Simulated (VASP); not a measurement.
Runs of VASP 6.6.1 on Si. The structure is that of space group Fd-3m (No. 227), or close to it. The cells are those of the table. 

| task | cell | k mesh | cutoff (eV) | gap on the mesh (eV) | pressure (GPa) | relaxed volume (Å³/atom) | largest force (eV/Å) |
| --- | --- | --- | --- | --- | --- | --- | --- |
| single point | a = 8.382 Å, angles 60.0°, 8 atoms | 4 × 4 × 4 | 520 | none | 0.1 | - | 0.05 |
| relaxation of cell and atoms | relaxed from a = 8.292 Å, angles 60.0°, 8 atoms | 4 × 4 × 4 | 600 | none | 0.0 | (a) | - |
| single point | a = 8.292 Å, angles 60.0°, 8 atoms | 4 × 4 × 4 | 520 | 0.03 | 5.6 | - | 7.01 |
| relaxation of cell and atoms | relaxed from a = 8.382 Å, angles 60.0°, 8 atoms | 6 × 6 × 6 | 600 | none | 0.0 | (b) | - |
| single point | a = 8.397 Å, angles 60.0°, 8 atoms | 6 × 6 × 6 | 520 | none | 0.0 | - | - |

Alike in all rows: level PBE; potentials or basis VASP PAW PBE potentials, release 64 (Si); no spin polarisation; smearing gaussian 0.1 eV.

Problem. Fill in the values left out.

Solution. (a) 52.33; (b) 52.27.

Caveats: forces of over 1 eV/Å act on the atoms, so gaps and moduli don't describe the material at rest (some runs).

A k mesh can miss the band edges.

A gap of «none» marks levels without a gap at the run's occupations.
